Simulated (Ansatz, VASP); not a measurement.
**Two plane-wave programs on HfO2**

The input INCAR:

```
  PREC = Accurate
  ENCUT = 520
  EDIFF = 1E-6
  ISMEAR = -1
  SIGMA = 0.02
  LREAL = F
  LASPH = T
  NELM = 100
  ALGO = Normal
  ISIF = 2
  LWAVE = F
  LCHARG = T
  GGA = PE
  LELF = T
  LVHAR = T
  NBANDS = 18
```

The input KPOINTS:

```
Automatic mesh
0
Gamma
  8 8 8
```

File POSCAR:

```
HfO2
1.0
   -0.0299708105      2.5291823181      2.5291823181
    2.5291823181     -0.0299708105      2.5291823181
    2.4992115076      2.4992115076      0.0000000000
Hf O
1 2
Direct
    0.0000000000      0.0000000000      0.0000000000
    0.2516920748      0.2516920748      0.2483079252
    0.7483079252      0.7483079252      0.7516920748
```

Input for Ansatz:

```yaml
crystal:
  lattice:
    - [-0.0299708105, 2.5291823181, 2.5291823181]
    - [2.5291823181, -0.0299708105, 2.5291823181]
    - [2.4992115076, 2.4992115076, 0.0]
  atoms:
    - { symbol: Hf, position: [0.0, 0.0, 0.0] }
    - { symbol: O, position: [0.2516920748, 0.2516920748, 0.2483079252] }
    - { symbol: O, position: [0.7483079252, 0.7483079252, 0.7516920748] }
kpoints:
  mp_grid: { grid: [8, 8, 8] }
  band_path:
    path:
      - [0.0, 0.0, 0.0]
      - [0.5, 0.0, 0.5]
      - [0.625, 0.25, 0.625]
      - [0.375, 0.375, 0.75]
      - [0.5, 0.5, 0.5]
      - [0.5, 0.25, 0.75]
      - [0.5, 0.5, 0.0]
    npoints: 1
hamiltonian:
  xc: pbe
scf:
  occupations: { method: fermi_dirac, width: 0.02 }
  n_extra_bands: 4
output:
  forces: true
  stress: true
  eigenvalues: true
  write_density: true
  write_potential: true
  elf: true
  volumetric_format: npy
```

Change from the starting cell: shear_xy strain -2.4%.

Alike in both runs: task single point; functional PBE; k mesh 8 × 8 × 8; occupations fermi-dirac, width 0.02 eV; no spin polarisation.

|  | VASP | Ansatz |
| --- | --- | --- |
| version | VASP 6.6.1 | Ansatz 0.2.0 |
| potentials or method | VASP PAW PBE potentials, release 64 (Hf_pv, O) | plane waves, PAW |
| plane-wave cutoff (eV) | 520 | 420 |
| valence electrons in the cell | 22 | 38 |

```csv
,VASP,Ansatz,Ansatz less VASP
gap on the k mesh at the Fermi level (eV),3.82,3.80,-0.017
pressure (GPa),2.2,6.1,+3.84
"traceless stress, the component that is largest in VASP (GPa)",1.67,1.72,+0.053
rms of the force components (eV/Å),0.002,0.008,+0.0060
```

Atom by atom the forces differ by 0.006 eV/Å (rms over components). VASP's potentials hold 22 valence electrons a cell and Ansatz's 38, so a difference there can come from the potentials and not from the codes.

Spin-orbit coupling is off throughout.
